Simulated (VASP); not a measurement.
# Mg (a cell with a defect) in VASP: single point with PBE

Aim: the single point of Mg (a cell with a defect) with PBE.

Everything below comes from runs of VASP 6.6.1. Logs are shortened: lines on timing, memory, paths and dates and some standing lists are left out, and cuts for length are marked.

## (1) The cell of the first run

The cell holds a defect, 35 atoms: a = 9.627 Å, b = 9.627 Å, c = 10.292 Å, α = 90.00°, β = 90.00°, γ = 120.00°.

## (2) Single point, PBE

The input, INCAR:

```
SYSTEM = Mg
ALGO = Normal ; EDIFF = 1E-6
ENCUT = 520 ; GGA = PE
ISIF = 2 ; ISMEAR = 0
LASPH = .True. ; LCHARG = .False.
LREAL = Auto ; LWAVE = .False.
NBANDS = 58 ; NELM = 60
PREC = Accurate ; SIGMA = 0.1
```

The input, KPOINTS:

```
Automatic mesh
0
Gamma
  5 5 4
  0 0 0.5
```

The input, POSCAR:

```
Mg
1.0
    4.8132675674     -8.3368239948      0.0000000000
    4.8132675826      8.3368239860      0.0000000000
    0.0000000000      0.0000000000     10.2918323191
Mg
35
Direct
    0.5555555556      0.1111111111      0.6250000000
    0.2236318739      0.1107722960      0.1250000000
    0.2223634707      0.1116896781      0.6250000000
    0.8871404222      0.1107722960      0.1250000000
    0.8893262074      0.1116896781      0.6250000000
    0.5558943706      0.4430347928      0.1250000000
    0.5549769886      0.4443031960      0.6250000000
    0.2222222222      0.4444444444      0.1250000000
    0.2222222222      0.4444444444      0.6250000000
    0.8871404222      0.4430347928      0.1250000000
    0.8893262074      0.4443031960      0.6250000000
    0.5558943706      0.7795262445      0.1250000000
    0.5549769886      0.7773404593      0.6250000000
    0.2236318739      0.7795262445      0.1250000000
    0.2223634707      0.7773404593      0.6250000000
    0.8888888889      0.7777777778      0.1250000000
    0.8888888889      0.7777777778      0.6250000000
    0.7756121094      0.2211393880      0.3728395956
    0.7756121094      0.2211393880      0.8771604044
    0.4455272786      0.2211393880      0.3728395956
    0.4455272786      0.2211393880      0.8771604044
    0.1109929745      0.2219859491      0.3750658710
    0.1109929745      0.2219859491      0.8749341290
    0.7775261891      0.5550523781      0.3748283205
    0.7775261891      0.5550523781      0.8751716795
    0.4446807176      0.5556736921      0.3750658710
    0.4446807176      0.5556736921      0.8749341290
    0.1109929745      0.5556736921      0.3750658710
    0.1109929745      0.5556736921      0.8749341290
    0.7775261891      0.8891404776      0.3748283205
    0.7775261891      0.8891404776      0.8751716795
    0.4455272786      0.8910545573      0.3728395956
    0.4455272786      0.8910545573      0.8771604044
    0.1116142886      0.8891404776      0.3748283205
    0.1116142886      0.8891404776      0.8751716795
```

Potentials or basis: VASP PAW PBE potentials, release 64 (Mg).

Run with:

```sh
cat potpaw_PBE.64/Mg/POTCAR > POTCAR
mpirun -np 1 vasp_std > vasp.out
```

OUTCAR:

```text
SYSTEM = Mg
   EDIFF = 1E-6
   ENCUT = 520
   GGA = PE
   ISIF = 2
   ISMEAR = 0
   LASPH = .True.
   LREAL = Auto
   NELM = 60
   PREC = Accurate

 ion  position               nearest neighbor table
   1  0.556  0.111  0.625-  32 3.18  33 3.18  18 3.18  19 3.18  20 3.18  21 3.18  13 3.21   5 3.21
                            15 3.21  11 3.21   7 3.21   3 3.21
   2  0.224  0.111  0.125-  20 3.15  21 3.15  34 3.17  35 3.17  22 3.18  23 3.18  14 3.19   6 3.20
                            16 3.21   8 3.22   4 3.24
   3  0.222  0.112  0.625-  22 3.17  23 3.17  34 3.17  35 3.17  20 3.19  21 3.19   7 3.20   9 3.20
                             5 3.21   1 3.21  17 3.21  15 3.22
   4  0.887  0.111  0.125-  18 3.15  19 3.15  30 3.17  31 3.17  22 3.18  23 3.18  12 3.19  10 3.20
                            16 3.21   8 3.22   2 3.24
   5  0.889  0.112  0.625-  22 3.17  23 3.17  30 3.17  31 3.17  18 3.19  19 3.19  11 3.20   9 3.20
                             3 3.21   1 3.21  17 3.21  13 3.22
   6  0.556  0.443  0.125-  20 3.15  21 3.15  24 3.17  25 3.17  26 3.18  27 3.18  10 3.19   2 3.20
                            16 3.21   8 3.22  12 3.24
   7  0.555  0.444  0.625-  26 3.17  27 3.17  24 3.17  25 3.17  20 3.19  21 3.19   3 3.20   9 3.20
                            13 3.21   1 3.21  17 3.21  11 3.22
   8  0.222  0.444  0.125-  22 3.17  23 3.17  26 3.17  27 3.17  28 3.17  29 3.17   4 3.22  10 3.22
                             6 3.22  12 3.22  14 3.22   2 3.22
   9  0.222  0.444  0.625-  22 3.17  23 3.17  26 3.17  27 3.17  28 3.17  29 3.17   5 3.20   3 3.20
[... 39 lines left out ...]
  29  0.111  0.556  0.875-  11 3.17  15 3.17   9 3.17   8 3.17  10 3.18  14 3.18  25 3.21  35 3.21
                            23 3.21  27 3.21  19 3.22  33 3.22
  30  0.778  0.889  0.375-   4 3.17  12 3.17  16 3.17   5 3.17  13 3.17  17 3.17  18 3.21  32 3.21
                            22 3.21  26 3.21  24 3.22  34 3.22
  31  0.778  0.889  0.875-   4 3.17  12 3.17  16 3.17   5 3.17  13 3.17  17 3.17  19 3.21  33 3.21
                            23 3.21  27 3.21  25 3.22  35 3.22
  32  0.446  0.891  0.373-  14 3.15  12 3.15  20 3.18  18 3.18   1 3.18  15 3.19  13 3.19  34 3.21
                            30 3.21  28 3.22  26 3.22
  33  0.446  0.891  0.877-  14 3.15  12 3.15  21 3.18  19 3.18   1 3.18  15 3.19  13 3.19  35 3.21
                            31 3.21  29 3.22  27 3.22
  34  0.112  0.889  0.375-   2 3.17  14 3.17  16 3.17  15 3.17   3 3.17  17 3.17  32 3.21  20 3.21
                            28 3.21  22 3.21  24 3.22  30 3.22
  35  0.112  0.889  0.875-   2 3.17  14 3.17  16 3.17  15 3.17   3 3.17  17 3.17  33 3.21  21 3.21
                            29 3.21  23 3.21  25 3.22  31 3.22

  LATTYP: Found a hexagonal cell.
 ALAT       =     9.6265351501
 C/A-ratio  =     1.0691107609

  Lattice vectors:

 A1 = (   4.8132675674,  -8.3368239948,   0.0000000000)
 A2 = (   4.8132675826,   8.3368239860,   0.0000000000)
 A3 = (   0.0000000000,   0.0000000000,  10.2918323191)

Analysis of symmetry for initial positions (statically):
=====================================================================
 Subroutine PRICEL returns:
 Original cell was already a primitive cell.

 Routine SETGRP: Setting up the symmetry group for a
 hexagonal supercell.

 Subroutine GETGRP returns: Found 12 space group operations
 (whereof  2 operations were pure point group operations)
 out of a pool of 24 trial point group operations.

The static configuration has the point symmetry C_1h.
 The point group associated with its full space group is D_3h.

Analysis of symmetry for dynamics (positions and initial velocities):
=====================================================================
 Subroutine PRICEL returns:
 Original cell was already a primitive cell.

 Routine SETGRP: Setting up the symmetry group for a
 hexagonal supercell.

 Subroutine GETGRP returns: Found 12 space group operations
 (whereof  2 operations were pure point group operations)
 out of a pool of 24 trial point group operations.

The dynamic configuration has the point symmetry C_1h.
 The point group associated with its full space group is D_3h.

 Subroutine INISYM returns: Found 12 space group operations
 (whereof  2 operations are pure point group operations),
 and found     1 'primitive' translations

----------------------------------------------------------------------------------------

                                     Primitive cell

  volume of cell :     825.9682

  direct lattice vectors                    reciprocal lattice vectors
     4.813267567 -8.336823995  0.000000000     0.103879535 -0.059974878  0.000000000
     4.813267583  8.336823986  0.000000000     0.103879536  0.059974878  0.000000000
[... 93 lines left out ...]
     0.000000000  0.000000000  0.024291107     0.000000000  0.000000000  0.250000000

  Length of vectors
     0.023989951  0.023989951  0.024291107

  Shift w.r.t. Gamma in fractional coordinates (k-lattice)
     0.000000000  0.000000000  0.500000000

 Subroutine IBZKPT returns following result:
 ===========================================

 Found     10 irreducible k-points:

 Following reciprocal coordinates:
            Coordinates               Weight
  0.000000  0.000000  0.125000      2.000000
  0.200000  0.000000  0.125000     12.000000
  0.400000 -0.000000  0.125000     12.000000
  0.200000  0.200000  0.125000     12.000000
  0.400000  0.200000  0.125000     12.000000
  0.000000  0.000000  0.375000      2.000000
  0.200000  0.000000  0.375000     12.000000
  0.400000 -0.000000  0.375000     12.000000
  0.200000  0.200000  0.375000     12.000000
  0.400000  0.200000  0.375000     12.000000
   k-points           NKPTS =     10   k-points in BZ     NKDIM =     10   number of bands    NBANDS=     58
   number of dos      NEDOS =    301   number of ions     NIONS =     35
   total plane-waves  NPLWV = 414720
   dimension x,y,z NGX =    72 NGY =   72 NGZ =   80
   dimension x,y,z NGXF=   144 NGYF=  144 NGZF=  160
   ions per type =              35
   NGX,Y,Z   is equivalent  to a cutoff of  12.43, 12.43, 12.92 a.u.
   NGXF,Y,Z  is equivalent  to a cutoff of  24.87, 24.87, 25.85 a.u.
 SYSTEM =  Mg
   PREC   = accura    normal or accurate (medium, high low for compatibility)
   ISTART =      0    job   : 0-new  1-cont  2-samecut
   ICHARG =      2    charge: 1-file 2-atom 10-const
   ISPIN  =      1    spin polarized calculation?
   LNONCOLLINEAR =      F non collinear calculations
   LSORBIT =      F    spin-orbit coupling
   LASPH  =      T    aspherical Exc in radial PAW
   ENCUT  =  520.0 eV  38.22 Ry    6.18 a.u.  17.90 17.90 19.14*2*pi/ulx,y,z
   NELM   =     60;   NELMIN=  2; NELMDL= -5     # of ELM steps
   EDIFF  = 0.1E-05   stopping-criterion for ELM
   LREAL  =      T    real-space projection
   EDIFFG = 0.1E-04   stopping-criterion for IOM
   NSW    =      0    number of steps for IOM
   IBRION =     -1    ionic relax: 0-MD 1-quasi-New 2-CG
   NFREE  =      0    steps in history (QN), initial steepest desc. (CG)
   ISIF   =      2    stress and relaxation
   ISYM   =      2    0-nonsym 1-usesym 2-fastsym
   POTIM  = 0.5000    time-step for ionic-motion
   TEBEG  =    0.0;   TEEND  =   0.0 temperature during run
   PSTRESS=    0.0 pullay stress
   NELECT =      70.0000    total number of electrons
   NUPDOWN=      -1.0000    fix difference up-down
   EMIN   =  10.00;   EMAX   =-10.00  energy-range for DOS
   EFERMI =   0.00;   METHOD = LEGACY
   ISMEAR =     0;   SIGMA  =   0.10  broadening in eV -4-tet -1-fermi 0-gaus
   EFERMI_NEDOS =   21; number of points for ismear=-14 and -15
   IALGO  =     38    algorithm
   IMIX   =      4    mixing-type and parameters
     AMIX     =   0.40;   BMIX     =  1.00
     AMIX_MAG =   1.60;   BMIX_MAG =  1.00
  volume/ion in A,a.u.               =      23.60       159.25
  Fermi-wavevector in a.u.,A,eV,Ry     =   0.719095  1.358893  7.035544  0.517098
  Thomas-Fermi vector in A             =   1.808203
   LORBIT       =      0    0 simple, 1 ext, 2 COOP (PROOUT), +10 PAW based schemes
   GGA     = PE    functional components
   LHFCALC =     F    Hartree Fock is set to
   AEXX    =    0.0000 exact exchange contribution
   IVDW    =     0    specifies the selected vdW correction
   LEPSILON=     F    determine dielectric tensor
   LRPA    =     F    only Hartree local field effects (RPA)
 non-spin polarized calculation
 Gauss-broadening in eV      SIGMA  =   0.10
  energy-cutoff  :      520.00
  volume of cell :      825.97
 maximum number of plane-waves:     22272
 NGX is ok and might be reduce to    72
   NGX = 35   NGY = 35   NGZ = 39

 number of electron      70.0000000 magnetization

 Free energy of the ion-electron system (eV)
  ---------------------------------------------------
  ext. energy  EPLUGINS =         0.00000000
  ---------------------------------------------------
  free energy    TOTEN  =       -51.90886970 eV

  energy without entropy =      -51.82644084  energy(sigma->0) =      -51.86765527

 E-fermi :   2.4399     XC(G=0):  -8.3871

 val. band max:        2.4344134519   @ k =   0.4000   0.2000   0.1250
 cond. band min:       2.4538839851   @ k =   0.2000   0.0000   0.1250
 fundamental gap:      0.0194705332
 Fermi energy:         2.4398767426

 k-point     1 :       0.0000    0.0000    0.1250
  band No.  band energies     occupation
      1      -4.3530      2.00000
      2      -3.2926      2.00000
      3      -2.6057      2.00000
      4      -2.2835      2.00000
      5      -2.2732      2.00000
      6      -2.2732      2.00000
[... 489 lines left out ...]
     46       3.9195      0.00000
     47       3.9972      0.00000
 [bands above 47 left out]

------------------------ aborting loop because EDIFF is reached ----------------------------------------

  FORCE on cell =-STRESS in cart. coord.  units (eV):
  Direction    XX          YY          ZZ          XY          YZ          ZX
  --------------------------------------------------------------------------------------
  -------------------------------------------------------------------------------------
  Total       -2.8307826     -2.8307826     -0.1814711      0.0000000     -0.0000000      0.0000000
  in kB       -5.4910293     -5.4910293     -0.3520097      0.0000000     -0.0000000      0.0000000
  external PRESSURE =      -3.7780227 kB  Pullay stress =       0.0000000 kB

 VOLUME and BASIS-vectors are now :
 -----------------------------------------------------------------------------
  energy-cutoff  :      520.00
  volume of cell :      825.97
      direct lattice vectors                 reciprocal lattice vectors
     4.813267567 -8.336823995  0.000000000     0.103879535 -0.059974878  0.000000000
     4.813267583  8.336823986  0.000000000     0.103879536  0.059974878  0.000000000
     0.000000000  0.000000000 10.291832319     0.000000000  0.000000000  0.097164428

 POSITION                                       TOTAL-FORCE (eV/Angst)
 -----------------------------------------------------------------------------------
      3.20885     -3.70526      6.43240        -0.000000      0.000000      0.000000
      1.60958     -0.94089      1.28648         0.000959     -0.002300      0.000000
      1.60789     -0.92267      6.43240         0.002072      0.003417      0.000000
      4.80322     -6.47244      1.28648        -0.001512      0.001980      0.000000
      4.81816     -6.48302      6.43240         0.003995      0.000086      0.000000
      4.80811     -0.94089      1.28648        -0.000959     -0.002300     -0.000000
[... 27 lines left out ...]
      4.81690      6.48210      3.85767        -0.000815      0.000470      0.001981
      4.81690      6.48210      9.00712        -0.000815      0.000470     -0.001981
 -----------------------------------------------------------------------------------
    total drift:                               -0.000000      0.000000     -0.000000

  FREE ENERGIE OF THE ION-ELECTRON SYSTEM (eV)
  ---------------------------------------------------
  free  energy   TOTEN  =       -51.9088696977 eV

  energy  without entropy=      -51.8264408421  energy(sigma->0) =      -51.86765527
```

Run time: 11 min. Hardware: 1 thread of Oxide Virtual Turin-like, shared host; peak memory 0.87 GiB.

Results:

```
Free energy            : -51.9089 eV
Pressure               : -0.4 GPa
Largest force          : 0.012 eV/Å
Band gap on the k mesh : zero (band 35 reaches 2.69 eV, above the bottom of band 36 at 2.36 eV)
```

Forces on the atoms (eV/Å):
```
Mg   0.000  0.000  0.000
Mg   0.001 -0.002  0.000
Mg   0.002  0.003  0.000
Mg  -0.002  0.002  0.000
Mg   0.004  0.000  0.000
Mg  -0.001 -0.002  0.000
Mg  -0.002  0.003  0.000
Mg   0.000  0.000  0.000
Mg   0.000  0.000  0.000
Mg  -0.002  0.000  0.000
Mg   0.002 -0.004  0.000
Mg   0.002  0.002  0.000
Mg  -0.004  0.000  0.000
Mg   0.002  0.000  0.000
Mg  -0.002 -0.004  0.000
Mg   0.000  0.000  0.000
Mg   0.000  0.000  0.000
Mg  -0.009  0.005 -0.005
Mg  -0.009  0.005  0.005
Mg   0.000 -0.011 -0.005
Mg   0.000 -0.011  0.005
Mg   0.001  0.001  0.002
Mg   0.001  0.001 -0.002
Mg   0.001  0.000  0.002
Mg   0.001  0.000 -0.002
Mg  -0.001  0.001  0.002
Mg  -0.001  0.001 -0.002
Mg   0.000 -0.001  0.002
Mg   0.000 -0.001 -0.002
Mg   0.000 -0.001  0.002
Mg   0.000 -0.001 -0.002
Mg   0.009  0.005 -0.005
Mg   0.009  0.005  0.005
Mg  -0.001  0.000  0.002
Mg  -0.001  0.000 -0.002
```
